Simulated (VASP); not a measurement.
Here is a VASP 6.6.1 calculation.

The input INCAR:

```
SYSTEM = Y
PREC = Accurate ; ENCUT = 500
EDIFF = 1E-6 ; ISMEAR = -1
SIGMA = 0.1 ; LREAL = .False.
LASPH = .True. ; NELM = 120
ALGO = Normal ; ISIF = 2
LWAVE = .False. ; LCHARG = .True.
GGA = PE ; LELF = .True.
LVHAR = .True. ; NBANDS = 24
GGA_COMPAT = .False.
```

File KPOINTS:

```
regular mesh
0
Gamma
  7 7 10
  0 0 0
```

The input POSCAR:

```
Y
1.0
    5.7264531037      0.0000000000      0.0000000000
   -2.8632265518      4.9592538614      0.0000000000
    0.0000000000      0.0000000000      3.5756369885
Y
3
Direct
    0.0000000000      1.0000000000      0.0000000000
    0.3333333333      0.6666666667      0.5000000000
    0.6666666667      0.3333333333      0.5000000000
```

Potentials or basis: VASP PAW PBE potentials, release 64 (Y_sv).

Command:

```sh
$ cat potpaw_PBE.64/Y_sv/POTCAR > POTCAR
$ mpirun -np 1 vasp_std > vasp.out
```

Q: Predict the pressure.

A: -1.5 GPa.

Stress tensor (GPa, compression positive):
```
-1.56  0.00  0.00
 0.00 -1.56  0.00
 0.00  0.00 -1.45
```
